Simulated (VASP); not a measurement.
The system is In.

```
CELL_PARAMETERS angstrom
-1.86968 1.86968 1.86968
1.86968 -1.86968 1.86968
1.86968 1.86968 -1.86968
ATOMIC_POSITIONS crystal
In 0.00000 0.00000 0.00000
```

| Item | Value |
| --- | --- |
| Program | VASP 6.6.1 |
| Task | relaxation of cell and atoms |
| Functional | LDA |
| Potentials or basis | VASP PAW LDA potentials, release 64 (In_d) |
| Cutoff | 600 eV |
| k mesh | 12 × 12 × 12 |
| Occupations | fermi-dirac, width 0.1 eV |
| Spin | no spin polarisation |

At the start: pressure -2.1 GPa; volume 26.14 Å³/atom.

How do energy, volume and symmetry change on relaxing?

Over 3 steps the energy falls by 8.1 meV/atom and the volume is 24.94 Å³/atom (-4.6 %); space group Im-3m (No. 229, to 0.05 Å).

The path:
```tsv
step	energy change (eV)	largest force (eV/Å)	pressure (GPa)	volume (Å³)
1	0.0000	0.0000	-2.05	26.14
2	-0.0081	0.0000	0.09	24.90
3	-0.0081	0.0000	-0.01	24.94
```

Final structure:
```
In
1.0
    -1.84049    1.84049    1.84049
     1.84049   -1.84049    1.84049
     1.84049    1.84049   -1.84049
In
1
Direct
  0.00000 0.00000 0.00000
```
